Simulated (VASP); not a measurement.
The system is AlN (rocksalt type).

```
Al N
1.0
     0.00000    2.15443    2.15443
     2.15443    0.00000    2.15443
     2.15443    2.15443    0.00000
Al N
1 1
Direct
  0.00000 0.00000 0.00000
  0.50000 0.50000 0.50000
```

| Quantity | Value |
| --- | --- |
| Program | VASP 6.6.1 |
| Task | relaxation of cell and atoms |
| Functional | PBE |
| Potentials or basis | VASP PAW PBE potentials, release 64 (Al, N) |
| Cutoff | 600 eV |
| k mesh | 16 × 16 × 16 |
| Occupations | fermi-dirac, width 0.1 eV |
| Spin | no spin polarisation |

At the start: pressure -30.7 GPa; volume 10.00 Å³/atom.

Problem. Where does the relaxation end?

Solution. Over 6 steps the energy falls by 175.7 meV/atom and the volume is 8.42 Å³/atom (-15.8 %); space group Fm-3m (No. 225, to 0.1 Å) before and after.

The path:
| step | energy change (eV) | largest force (eV/Å) | pressure (GPa) | volume (Å³) |
| --- | --- | --- | --- | --- |
| 1 | 0.0000 | 0.0000 | -30.65 | 20.00 |
| 2 | -0.1511 | 0.0000 | 37.84 | 14.96 |
| 3 | -0.3514 | 0.0000 | -0.55 | 16.87 |
| 4 | -0.3515 | 0.0000 | 0.34 | 16.81 |
| 5 | -0.3515 | 0.0000 | -0.25 | 16.85 |
| 6 | -0.3515 | 0.0000 | -0.01 | 16.83 |

Final structure:
```xyz
2
Lattice="0.0000 2.0340 2.0340 2.0340 0.0000 2.0340 2.0340 2.0340 0.0000" Properties=species:S:1:pos:R:3 pbc="T T T"
Al    4.0681    2.0340    2.0340
N     2.0340    2.0340    2.0340
```

Caveat: the volume moved by over 15 % at a fixed basis, so the end points are rough.
